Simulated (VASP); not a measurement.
A run of VASP 6.6.1 is set up as follows.

Contents of INCAR:

```
ALGO = Normal
EDIFF = 1E-8
ENCUT = 600
IBRION = 6
ISIF = 3
ISMEAR = -1
LASPH = T
LCHARG = F
LREAL = F
LWAVE = F
NBANDS = 16
NELM = 60
NFREE = 2
NSW = 1
POTIM = 0.015
PREC = Accurate
SIGMA = 0.05
```

KPOINTS

```
k-points
0
Gamma
  6 6 6
```

POSCAR

```
CuI
1.0
    0.0000000000      3.0315000000      3.0315000000
    3.0315000000      0.0000000000      3.0315000000
    3.0315000000      3.0315000000      0.0000000000
I Cu
1 1
Direct
    0.0000000000      0.0000000000      0.0000000000
    0.7500000000      0.7500000000      0.7500000000
```

Potentials or basis: VASP PAW LDA potentials, release 64 (I, Cu).

The run is started by

```sh
$ cat potpaw_LDA.64/I/POTCAR potpaw_LDA.64/Cu/POTCAR > POTCAR
$ mpirun -np 1 vasp_std > vasp.out
```

(1) What does it give for the elastic constants C11, C12, C44?

(2) Estimate the Voigt bulk modulus.

(3) Estimate the highest phonon frequency at Γ, LO-TO splitting left out.

Answers

(1) 52, 29, 25 GPa.

(2) 37 GPa.

(3) 116 cm⁻¹.

Caveat: the cell is under stress, which shifts elastic constants.
